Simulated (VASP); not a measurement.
Wanted: the native input for a VASP 6.6.1 run.

* Task: single point
* Functional: PBE
* Potentials or basis: VASP PAW PBE potentials, release 64 (Au)
* Cutoff: 520 eV
* k mesh: 18 × 18 × 18
* Occupations: methfessel-paxton, width 0.05 eV
* Spin: no spin polarisation
* Dipole correction: no
* Further INCAR settings: ALGO = Normal; EDIFF = 1e-07; NBANDS = 12

The structure of Au lies in POSCAR:

```
Au
1.0
   -1.6572690000      1.6572690000      1.6572690000
    1.6572690000     -1.6572690000      1.6572690000
    1.6572690000      1.6572690000     -1.6572690000
Au
1
Direct
    0.0000000000      0.0000000000      0.0000000000
```

The input as run:

INCAR

```
SYSTEM = Au
  PREC = Accurate
  ENCUT = 520
  EDIFF = 1E-7
  ISMEAR = 1
  SIGMA = 0.05
  LREAL = .False.
  LASPH = .True.
  NELM = 80
  ALGO = Normal
  ISIF = 2
  LWAVE = .False.
  LCHARG = .True.
  GGA = PE
  LELF = .True.
  LVHAR = .True.
  NBANDS = 12
```

KPOINTS

```
Automatic mesh
0
Gamma
  18 18 18
  0 0 0
```

Potentials or basis: VASP PAW PBE potentials, release 64 (Au).

Command:

```sh
$ cat potpaw_PBE.64/Au/POTCAR > POTCAR
$ mpirun -np 1 vasp_std > vasp.out
```

It gave:

```json
{"Pressure": "-1.9 GPa"}
```

Run time: 34 s on 1 thread of Intel(R) Xeon(R) Platinum 8375C CPU @ 2.90GHz (Ice Lake), on a shared host, peak memory 0.17 GiB.
